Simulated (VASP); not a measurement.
Runs of VASP 6.6.1 on FeCo. The structure is that of space group Pm-3m (No. 221), or close to it. The cells are those of the table. 

```csv
spin,fixed moment (μB),cell,gap on the mesh (eV),pressure (GPa),moment (μB)
off,-,"a = 2.959 Å, 2 atoms",none,-39.3,-
off,-,"a = 2.800 Å, 2 atoms",none,(b),-
off,-,"a = 2.908 Å, 2 atoms",none,-35.2,-
"collinear, ferromagnetic start",5.2,"a = 2.621 Å, 2 atoms",-,90.3,5.20
off,-,"a = 2.855 Å, 2 atoms",none,(a),-
"collinear, ferromagnetic start",3.9,"a = 2.621 Å, 2 atoms",-,65.6,3.90
off,-,"a = 2.683 Å, 2 atoms",none,13.5,-
off,-,"a = 2.743 Å, 2 atoms",none,-6.2,-
```

Alike in all rows: task single point; level PBEsol; potentials or basis VASP PAW PBE potentials, release 64 (Fe, Co); k mesh 18 × 18 × 18; cutoff (eV) 600; smearing gaussian 0.15 eV.

Question: Fill in the values left out.

Answer: (a) -29.0; (b) -19.8.

Caveats: the PAW data sets were made with another functional, which shifts forces and pressure a little; the cell stands under tension (at least some runs); the cell stands under pressure (at least some runs); the total moment is fixed, so each spin has its own Fermi level and the state may be an excited one (at least some runs).

A gap of «none» marks levels without a gap at the run's occupations.
